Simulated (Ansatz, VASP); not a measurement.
**One calculation of Al, two programs**

```
CELL_PARAMETERS angstrom
4.03153 0.00000 0.00000
0.00000 4.03153 0.00000
0.00000 0.00000 8.83079
ATOMIC_POSITIONS crystal
Al 0.08352 0.75503 0.19144
Al 0.91648 0.24497 0.69144
Al 0.24497 0.08352 0.94144
Al 0.75503 0.91648 0.44144
Al 0.57926 0.58301 0.87423
Al 0.42074 0.41699 0.37423
Al 0.41699 0.57926 0.62423
Al 0.58301 0.42074 0.12423
```

Alike in both runs: task relaxation of cell and atoms; functional PBE; k mesh 4 × 4 × 2; occupations gaussian, width 0.1 eV; no spin polarisation.

```csv
,VASP,Ansatz
version,VASP 6.6.1,Ansatz 0.2.0
potentials or method,"VASP PAW PBE potentials, release 64 (Al), cutoff 600 eV","scalar-relativistic, plane waves, PAW"
valence electrons in the cell,24,24
```

|  | VASP | Ansatz | Ansatz less VASP |
| --- | --- | --- | --- |
| gap on the k mesh at the Fermi level, each at its own relaxed structure (eV) | none | none | - |
| relaxed volume (Å³/atom) | 16.46 | 16.51 | +0.041 |
| relaxed length of the cell vector where the two differ most in proportion (Å) | 3.996 | 4.002 | +0.0059 |

A gap of «none» marks a metal or a gap that the smearing closes.

The k mesh is coarse, so the values compare programs but aren't converged.
